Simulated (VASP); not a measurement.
A run of VASP 6.6.1 is set up as follows.

POSCAR

```
ZnO
1.0
    3.2264991346      0.0000000000      0.0000000000
   -1.6132495673      2.7942302158      0.0000000000
    0.0000000000      0.0000000000     10.4726020683
Zn O
4 4
Direct
    0.0000000000      0.0000000000     -0.0006159377
    0.3333333333      0.6666666667      0.2495637823
    0.0000000000      0.0000000000      0.4993840623
    0.6666666667      0.3333333333      0.7495637823
    0.0000000000      0.0000000000      0.1881525681
    0.3333333333      0.6666666667      0.4378995872
    0.0000000000      0.0000000000      0.6881525681
    0.6666666667      0.3333333333      0.9378995872
```

INCAR.step1

```
SYSTEM = ZnO
PREC = Accurate
ENCUT = 520
ISMEAR = 0
SIGMA = 0.01
LREAL = .False.
LASPH = .True.
NELM = 80
NBANDS = 46
GGA = PE
ALGO = Normal
EDIFF = 1E-4
LWAVE = .True.
LCHARG = .False.
```

Contents of INCAR.step2:

```
SYSTEM = ZnO
PREC = Accurate
ENCUT = 520
EDIFF = 1E-6
ISMEAR = 0
SIGMA = 0.01
LREAL = .False.
LASPH = .True.
NELM = 80
ALGO = Normal
ISIF = 2
LWAVE = .False.
LCHARG = .False.
METAGGA = R2SCAN
LMIXTAU = .True.
NBANDS = 46
ISTART = 1
```

KPOINTS

```
Automatic mesh
0
Gamma
  9 9 2
  0 0 0
```

Potentials or basis: VASP PAW PBE potentials, release 64 (Zn, O).

Command:

```console
$ cat potpaw_PBE.64/Zn/POTCAR potpaw_PBE.64/O/POTCAR > POTCAR
$ cp INCAR.step1 INCAR
$ mpirun -np 1 vasp_std > vasp.out
$ cp INCAR.step2 INCAR
$ mpirun -np 1 vasp_std > vasp.out
```

Predict the band gap on the k mesh.

1.18 eV, direct.

Estimate the pressure.

1.3 GPa.

Forces on the atoms (eV/Å):
```
Zn   0.000  0.000 -0.002
Zn   0.000  0.000 -0.009
Zn   0.000  0.000 -0.002
Zn   0.000  0.000 -0.009
O    0.000  0.000  0.004
O    0.000  0.000  0.007
O    0.000  0.000  0.004
O    0.000  0.000  0.007
```

Caveat: the PAW data sets were made with another functional, which shifts forces and pressure a little. r2SCAN opens gaps a little over a GGA but as a rule still falls short of measured ones.
